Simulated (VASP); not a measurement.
A run of VASP 6.6.1:

Contents of INCAR:

```
SYSTEM = SnO2
ALGO = Normal
EDIFF = 1E-7
ENCUT = 520
GGA = PE
ISIF = 2
ISMEAR = -1
LASPH = .True.
LCHARG = .False.
LREAL = .False.
LWAVE = .False.
NBANDS = 35
NELM = 100
PREC = Accurate
SIGMA = 0.05
```

The input KPOINTS:

```
k-points
0
Gamma
  8 8 11
  0 0 0
```

File POSCAR:

```
SnO2
1.0
    4.8270227918      0.0000000000      0.0000000000
    0.0000000000      4.8270227918      0.0000000000
    0.0000000000      0.0000000000      3.2382847993
Sn O
2 4
Direct
    0.0000000000      0.0000000000      0.0000000000
    0.5000000000      0.5000000000      0.5000000000
    0.3065726999      0.3065726999      0.0000000000
    0.6934273001      0.6934273001      0.0000000000
    0.8065726999      0.1934273001      0.5000000000
    0.1934273001      0.8065726999      0.5000000000
```

Potentials or basis: VASP PAW PBE potentials, release 64 (Sn_d, O).

Run with:

```console
$ cat potpaw_PBE.64/Sn_d/POTCAR potpaw_PBE.64/O/POTCAR > POTCAR
$ mpirun -np 1 vasp_std > vasp.out
```

Hardware: 1 thread of Intel(R) Xeon(R) Platinum 8259CL CPU @ 2.50GHz (Skylake/Cascade Lake), on a shared host.

**Question.** Estimate the wall time of this run.

**Answer.** Run time: 2.4 min on 1 thread of Intel(R) Xeon(R) Platinum 8259CL CPU @ 2.50GHz (Skylake/Cascade Lake) (shared host), peak memory 0.3 GiB. Counts: scf iterations 16, k points 90.
